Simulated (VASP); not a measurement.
B2P2H10: single point with PBE

B2P2H10, in a box:

```
CELL_PARAMETERS angstrom
12.90000 0.00000 0.00000
0.00000 12.20000 0.00000
0.00000 0.00000 12.20000
ATOMIC_POSITIONS crystal
B 0.45513 0.48394 0.40462
B 0.62003 0.49924 0.60665
P 0.55968 0.40983 0.49304
P 0.39625 0.59680 0.49582
H 0.49637 0.53584 0.33201
H 0.38357 0.42767 0.37429
H 0.51356 0.31207 0.53343
H 0.62920 0.36213 0.41642
H 0.54358 0.52343 0.66173
H 0.65480 0.57892 0.55868
H 0.68360 0.44737 0.65809
H 0.46363 0.67943 0.53428
H 0.34364 0.56672 0.59301
H 0.31872 0.65893 0.44201
```

* Program: VASP 6.6.1
* Task: single point
* Functional: PBE
* Potentials or basis: VASP PAW PBE potentials, release 64 (B, P, H)
* Cutoff: 520 eV
* k mesh: 1 × 1 × 1
* Occupations: gaussian, width 0.05 eV
* Spin: no spin polarisation

- Largest force: 0.062 eV/Å
- Gap between the frontier levels: 5.38 eV

Forces on the atoms (eV/Å):
```
B    0.000 -0.005  0.005
B   -0.010  0.019  0.009
P   -0.006 -0.061 -0.011
P   -0.006  0.033  0.027
H   -0.006  0.001  0.001
H    0.003 -0.002  0.001
H    0.020  0.043 -0.021
H   -0.027  0.025  0.030
H    0.014 -0.004 -0.015
H   -0.002 -0.011  0.006
H    0.003  0.000 -0.004
H   -0.023 -0.027 -0.008
H    0.018  0.009 -0.034
H    0.022 -0.020  0.013
```

Levels at points of the mesh, in eV from the valence-band top:
```
           k point  band 11  band 12  band 13  band 14  band 15  band 16
(0.00, 0.00, 0.00)    -0.31    -0.25     0.00     5.38     5.46     5.68
```

It took 2.5 min on 1 thread of Intel(R) Xeon(R) 6975P-C (Granite Rapids), on a shared host, peak memory 1.3 GiB.
